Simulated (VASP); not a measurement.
# Ti (P6_3/mmc) in VASP: further runs

Runs on Ti. Level: PBEsol. Tasks: single point, relaxation of cell and atoms.

Everything below comes from runs of VASP 6.6.1. Logs are shortened: lines on timing, memory, paths and dates and some standing lists are left out, and cuts for length are marked.

**1. The cell of the first run**

It takes space group P6_3/mmc (No. 194, hexagonal). Conventional cell: a = 2.900 Å, b = 2.900 Å, c = 4.589 Å, α = 90.00°, β = 90.00°, γ = 120.00°. Within 3.7 Å of Ti (site symmetry -6m2) lie 12 Ti at 2.84 to 2.90 Å.

**2. Single point, PBEsol**

File INCAR:

```
SYSTEM = Ti
PREC     = Accurate       ! precision mode
ENCUT    = 520            ! plane-wave cutoff, eV
EDIFF    = 1E-6           ! SCF threshold, eV
ISMEAR   = 0              ! smearing method
SIGMA    = 0.05           ! smearing width, eV
LREAL    = .FALSE.        ! projectors in reciprocal space
LASPH    = .TRUE.         ! aspherical terms in the spheres
NELM     = 80             ! most SCF steps
ALGO     = Normal         ! electronic algorithm
ISIF     = 2              ! what is computed and relaxed
LWAVE    = .FALSE.        ! write WAVECAR
LCHARG   = .FALSE.        ! write CHGCAR
GGA      = PS             ! functional
NBANDS   = 19             ! bands
```

File KPOINTS:

```
Automatic mesh
0
G
  16 16 10
  0 0 0
```

File POSCAR:

```
Ti
1.0
    2.9000745211      0.0000000000      0.0000000000
   -1.4500372605      2.5115382081      0.0000000000
    0.0000000000      0.0000000000      4.5886343882
Ti
2
Direct
    0.3333333333      0.6666666667      0.7500000000
    0.6666666667      0.3333333333      0.2500000000
```

Potentials or basis: VASP PAW PBE potentials, release 64 (Ti_sv).

Started as:

```console
$ cat potpaw_PBE.64/Ti_sv/POTCAR > POTCAR
$ mpirun -np 1 vasp_std > vasp.out
```

OUTCAR:

```text
SYSTEM = Ti
   PREC = Accurate
   ENCUT = 520
   EDIFF = 1E-6
   ISMEAR = 0
   LREAL = .FALSE.
   LASPH = .TRUE.
   NELM = 80
   ISIF = 2
   GGA = PS

 ion  position               nearest neighbor table
   1  0.333  0.667  0.750-   2 2.84   2 2.84   2 2.84   2 2.84   2 2.84   2 2.84
   2  0.667  0.333  0.250-   1 2.84   1 2.84   1 2.84   1 2.84   1 2.84   1 2.84

  LATTYP: Found a hexagonal cell.
 ALAT       =     2.9000745211
 C/A-ratio  =     1.5822470612

  Lattice vectors:

 A1 = (   2.9000745211,   0.0000000000,   0.0000000000)
 A2 = (  -1.4500372605,   2.5115382081,   0.0000000000)
 A3 = (   0.0000000000,   0.0000000000,   4.5886343882)

Analysis of symmetry for initial positions (statically):
=====================================================================
 Subroutine PRICEL returns:
 Original cell was already a primitive cell.

 Routine SETGRP: Setting up the symmetry group for a
 hexagonal supercell.

 Subroutine GETGRP returns: Found 24 space group operations
 (whereof 12 operations were pure point group operations)
 out of a pool of 24 trial point group operations.

The static configuration has the point symmetry D_3d.
 The point group associated with its full space group is D_6h.

Analysis of symmetry for dynamics (positions and initial velocities):
=====================================================================
 Subroutine PRICEL returns:
 Original cell was already a primitive cell.

 Routine SETGRP: Setting up the symmetry group for a
 hexagonal supercell.

 Subroutine GETGRP returns: Found 24 space group operations
 (whereof 12 operations were pure point group operations)
 out of a pool of 24 trial point group operations.

The dynamic configuration has the point symmetry D_3d.
 The point group associated with its full space group is D_6h.

 Subroutine INISYM returns: Found 24 space group operations
 (whereof 12 operations are pure point group operations),
 and found     1 'primitive' translations

----------------------------------------------------------------------------------------

                                     Primitive cell

  volume of cell :      33.4220

  direct lattice vectors                    reciprocal lattice vectors
     2.900074521  0.000000000  0.000000000     0.344818725  0.199081184  0.000000000
    -1.450037261  2.511538208  0.000000000     0.000000000  0.398162368  0.000000000
     0.000000000  0.000000000  4.588634388     0.000000000  0.000000000  0.217929762

  length of vectors
     2.900074521  2.900074521  4.588634388     0.398162368  0.398162368  0.217929762

  position of ions in fractional coordinates (direct lattice)
     0.333333333  0.666666667  0.750000000
     0.666666667  0.333333333  0.250000000

  ion indices of the primitive-cell ions
   primitive index   ion index
                 1           1
                 2           2

----------------------------------------------------------------------------------------

 KPOINTS: Automatic mesh

Automatic generation of k-mesh.
 Grid dimensions read from file:
 generate k-points for:   16   16   10

 Generating k-lattice:

  Cartesian coordinates                     Fractional coordinates (reciprocal lattice)
     0.021551170  0.012442574  0.000000000     0.062500000  0.000000000  0.000000000
     0.000000000  0.024885148  0.000000000     0.000000000  0.062500000  0.000000000
     0.000000000  0.000000000  0.021792976     0.000000000  0.000000000  0.100000000

  Length of vectors
     0.024885148  0.024885148  0.021792976

  Shift w.r.t. Gamma in fractional coordinates (k-lattice)
     0.000000000  0.000000000  0.000000000

 Subroutine IBZKPT returns following result:
 ===========================================

 Found    180 irreducible k-points:

 Following reciprocal coordinates:
            Coordinates               Weight
  0.000000  0.000000  0.000000      1.000000
  0.062500  0.000000  0.000000      6.000000
  0.125000  0.000000  0.000000      6.000000
  0.187500 -0.000000  0.000000      6.000000
  0.250000  0.000000  0.000000      6.000000
  0.312500  0.000000  0.000000      6.000000
[... 16 lines left out ...]
  0.187500  0.187500  0.000000      6.000000
  0.250000  0.187500  0.000000     12.000000
 [... further k-points ...]
   k-points           NKPTS =    180   k-points in BZ     NKDIM =    180   number of bands    NBANDS=     19
   number of dos      NEDOS =    301   number of ions     NIONS =      2
   total plane-waves  NPLWV =  20736
   dimension x,y,z NGX =    24 NGY =   24 NGZ =   36
   dimension x,y,z NGXF=    48 NGYF=   48 NGZF=   72
   ions per type =               2
   NGX,Y,Z   is equivalent  to a cutoff of  13.76, 13.76, 13.04 a.u.
   NGXF,Y,Z  is equivalent  to a cutoff of  27.52, 27.52, 26.09 a.u.
 SYSTEM =  Ti
   PREC   = accura    normal or accurate (medium, high low for compatibility)
   ISTART =      0    job   : 0-new  1-cont  2-samecut
   ICHARG =      2    charge: 1-file 2-atom 10-const
   ISPIN  =      1    spin polarized calculation?
   LNONCOLLINEAR =      F non collinear calculations
   LSORBIT =      F    spin-orbit coupling
   LASPH  =      T    aspherical Exc in radial PAW
   ENCUT  =  520.0 eV  38.22 Ry    6.18 a.u.   5.39  5.39  8.53*2*pi/ulx,y,z
   NELM   =     80;   NELMIN=  2; NELMDL= -5     # of ELM steps
   EDIFF  = 0.1E-05   stopping-criterion for ELM
   LREAL  =      F    real-space projection
   EDIFFG = 0.1E-04   stopping-criterion for IOM
   NSW    =      0    number of steps for IOM
   IBRION =     -1    ionic relax: 0-MD 1-quasi-New 2-CG
   NFREE  =      0    steps in history (QN), initial steepest desc. (CG)
   ISIF   =      2    stress and relaxation
   ISYM   =      2    0-nonsym 1-usesym 2-fastsym
   POTIM  = 0.5000    time-step for ionic-motion
   TEBEG  =    0.0;   TEEND  =   0.0 temperature during run
   PSTRESS=    0.0 pullay stress
   NELECT =      24.0000    total number of electrons
   NUPDOWN=      -1.0000    fix difference up-down
   EMIN   =  10.00;   EMAX   =-10.00  energy-range for DOS
   EFERMI =   0.00;   METHOD = LEGACY
   ISMEAR =     0;   SIGMA  =   0.05  broadening in eV -4-tet -1-fermi 0-gaus
   EFERMI_NEDOS =   21; number of points for ismear=-14 and -15
   IALGO  =     38    algorithm
   IMIX   =      4    mixing-type and parameters
     AMIX     =   0.40;   BMIX     =  1.00
     AMIX_MAG =   1.60;   BMIX_MAG =  1.00
  volume/ion in A,a.u.               =      16.71       112.77
  Fermi-wavevector in a.u.,A,eV,Ry     =   1.466002  2.770341 29.241106  2.149161
  Thomas-Fermi vector in A             =   2.581791
   LORBIT       =      0    0 simple, 1 ext, 2 COOP (PROOUT), +10 PAW based schemes
   GGA     = PS    functional components
   LHFCALC =     F    Hartree Fock is set to
   AEXX    =    0.0000 exact exchange contribution
   IVDW    =     0    specifies the selected vdW correction
   LEPSILON=     F    determine dielectric tensor
   LRPA    =     F    only Hartree local field effects (RPA)
 non-spin polarized calculation
 Gauss-broadening in eV      SIGMA  =   0.05
  energy-cutoff  :      520.00
  volume of cell :       33.42
 maximum number of plane-waves:       929
 NGX is ok and might be reduce to    24
   NGX = 11   NGY = 11   NGZ = 17

 number of electron      23.9999999 magnetization

 Free energy of the ion-electron system (eV)
  ---------------------------------------------------
  ext. energy  EPLUGINS =         0.00000000
  ---------------------------------------------------
  free energy    TOTEN  =       -16.68003940 eV

  energy without entropy =      -16.67739091  energy(sigma->0) =      -16.67871515

 E-fermi :   8.6332     XC(G=0): -11.8208

 val. band max:        8.6274046745   @ k =   0.0625   0.0000   0.5000
 cond. band min:       8.6389236332   @ k =   0.3125   0.3125   0.3000
 fundamental gap:      0.0115189587
 Fermi energy:         8.6332152149

 k-point     1 :       0.0000    0.0000    0.0000
  band No.  band energies     occupation
      1     -47.9430      2.00000
      2     -47.7793      2.00000
      3     -24.6856      2.00000
      4     -23.9479      2.00000
      5     -23.9479      2.00000
      6     -23.8703      2.00000
[... 11 lines left out ...]
     18      10.3018      0.00000
     19      11.9303      0.00000

 k-point     2 :       0.0625    0.0000    0.0000
  band No.  band energies     occupation
      1     -47.9384      2.00000
      2     -47.7775      2.00000
      3     -24.6757      2.00000
      4     -23.9682      2.00000
      5     -23.9548      2.00000
      6     -23.8745      2.00000
[... 11 lines left out ...]
     18      10.2358      0.00000
     19      11.9665      0.00000

 k-point     3 :       0.1250    0.0000    0.0000
  band No.  band energies     occupation
      1     -47.9252      2.00000
      2     -47.7724      2.00000
      3     -24.6468      2.00000
      4     -24.0264      2.00000
      5     -23.9738      2.00000
      6     -23.9136      2.00000
[... 11 lines left out ...]
     18      10.2325      0.00000
     19      12.0537      0.00000

 k-point     4 :       0.1875   -0.0000    0.0000
  band No.  band energies     occupation
      1     -47.9049      2.00000
      2     -47.7653      2.00000
      3     -24.6013      2.00000
      4     -24.1140      2.00000
      5     -24.0014      2.00000
      6     -24.0008      2.00000
[... 11 lines left out ...]
     18      10.5658      0.00000
     19      12.1538      0.00000

 k-point     5 :       0.2500    0.0000    0.0000
  band No.  band energies     occupation
      1     -47.8799      2.00000
      2     -47.7579      2.00000
      3     -24.5428      2.00000
      4     -24.2182      2.00000
      5     -24.1007      2.00000
      6     -24.0328      2.00000
[... 11 lines left out ...]
     18      10.9864      0.00000
     19      12.2417      0.00000

 k-point     6 :       0.3125    0.0000    0.0000
  band No.  band energies     occupation
      1     -47.8533      2.00000
      2     -47.7519      2.00000
      3     -24.4768      2.00000
      4     -24.3229      2.00000
      5     -24.1975      2.00000
      6     -24.0634      2.00000
[... 11 lines left out ...]
     18      11.4469      0.00000
     19      12.3079      0.00000

 k-point     7 :       0.3750   -0.0000    0.0000
  band No.  band energies     occupation
      1     -47.8287      2.00000
      2     -47.7489      2.00000
      3     -24.4118      2.00000
      4     -24.4105      2.00000
      5     -24.2777      2.00000
      6     -24.0888      2.00000
[... 11 lines left out ...]
     18      11.8909      0.00000
     19      12.3516      0.00000

 k-point     8 :       0.4375    0.0000    0.0000
  band No.  band energies     occupation
      1     -47.8101      2.00000
      2     -47.7489      2.00000
      3     -24.4712      2.00000
      4     -24.3559      2.00000
      5     -24.3304      2.00000
      6     -24.1055      2.00000
[... 256 lines left out ...]
 k-point    20 :       0.3125    0.1250    0.0000
  band No.  band energies     occupation
      1     -47.8212      2.00000
      2     -47.7484      2.00000
      3     -24.3950      2.00000
      4     -24.3896      2.00000
      5     -24.2840      2.00000
      6     -24.1140      2.00000
[... 11 lines left out ...]
     18      12.2552      0.00000
     19      12.5017      0.00000

 k-point    21 :       0.3750    0.1250    0.0000
  band No.  band energies     occupation
      1     -47.8031      2.00000
      2     -47.7494      2.00000
      3     -24.4493      2.00000
      4     -24.3345      2.00000
      5     -24.3157      2.00000
      6     -24.1437      2.00000
[... 11 lines left out ...]
     18      12.2687      0.00000
     19      13.0805      0.00000

 k-point    22 :       0.4375    0.1250    0.0000
  band No.  band energies     occupation
      1     -47.7958      2.00000
      2     -47.7507      2.00000
      3     -24.4683      2.00000
      4     -24.3268      2.00000
      5     -24.3105      2.00000
      6     -24.1541      2.00000
[... 11 lines left out ...]
     18      12.2730      0.00000
     19      13.4787      0.00000

 k-point    23 :       0.1875    0.1875    0.0000
  band No.  band energies     occupation
      1     -47.8470      2.00000
      2     -47.7508      2.00000
      3     -24.4606      2.00000
      4     -24.2671      2.00000
      5     -24.2601      2.00000
      6     -24.0575      2.00000
[... 11 lines left out ...]
     18      11.9269      0.00000
     19      12.1935      0.00000

 k-point    24 :       0.2500    0.1875    0.0000
  band No.  band energies     occupation
      1     -47.8238      2.00000
      2     -47.7484      2.00000
      3     -24.3971      2.00000
      4     -24.3462      2.00000
      5     -24.2908      2.00000
      6     -24.1066      2.00000
[... 11 lines left out ...]
     18      12.1910      0.00000
     19      12.5169      0.00000

 [... further k-points ...]
[... 5 lines left out ...]
  --------------------------------------------------------------------------------------
  -------------------------------------------------------------------------------------
  Total       -0.0405118     -0.0405118     -0.0559569     -0.0000000      0.0000000      0.0000000
  in kB       -1.9420450     -1.9420450     -2.6824495     -0.0000000      0.0000000      0.0000000
  external PRESSURE =      -2.1888465 kB  Pullay stress =       0.0000000 kB

 VOLUME and BASIS-vectors are now :
 -----------------------------------------------------------------------------
  energy-cutoff  :      520.00
  volume of cell :       33.42
      direct lattice vectors                 reciprocal lattice vectors
     2.900074521  0.000000000  0.000000000     0.344818725  0.199081184  0.000000000
    -1.450037261  2.511538208  0.000000000     0.000000000  0.398162368  0.000000000
     0.000000000  0.000000000  4.588634388     0.000000000  0.000000000  0.217929762

 POSITION                                       TOTAL-FORCE (eV/Angst)
 -----------------------------------------------------------------------------------
     -0.00000      1.67436      3.44148         0.000000      0.000000      0.000000
      1.45004      0.83718      1.14716        -0.000000      0.000000      0.000000
 -----------------------------------------------------------------------------------
    total drift:                               -0.000000      0.000000     -0.000000

  FREE ENERGIE OF THE ION-ELECTRON SYSTEM (eV)
  ---------------------------------------------------
  free  energy   TOTEN  =       -16.6800393951 eV

  energy  without entropy=      -16.6773909095  energy(sigma->0) =      -16.67871515
```

Run time: 37 s. Hardware: 1 thread of Intel Xeon Platinum 8481C at 2.70GHz (Sapphire Rapids), shared host; peak memory 0.22 GiB.

What came out:

| Quantity | Value |
| --- | --- |
| Free energy | -16.6800 eV |
| Pressure | -0.2 GPa |
| Band gap on the k mesh | zero (band 12 reaches 9.42 eV, above the bottom of band 13 at 8.33 eV) |

Levels at points of the mesh, in eV from the Fermi level:
```tsv
k point	band 10	band 11	band 12	band 13	band 14	band 15
(0.00, 0.00, 0.00)	-2.80	0.78	0.78	0.89	0.91	1.31
(0.50, 0.00, 0.00)	-2.29	-1.96	-0.59	0.46	0.65	1.23
(0.00, 0.00, 0.50)	-4.40	0.08	0.08	0.68	0.68	0.68
(0.50, 0.00, 0.50)	-2.67	-0.87	-0.87	1.43	1.43	1.78
```

Caveat: the PAW data sets were made with another functional, which shifts forces and pressure a little.

(Part 1 of 2 ends here.)
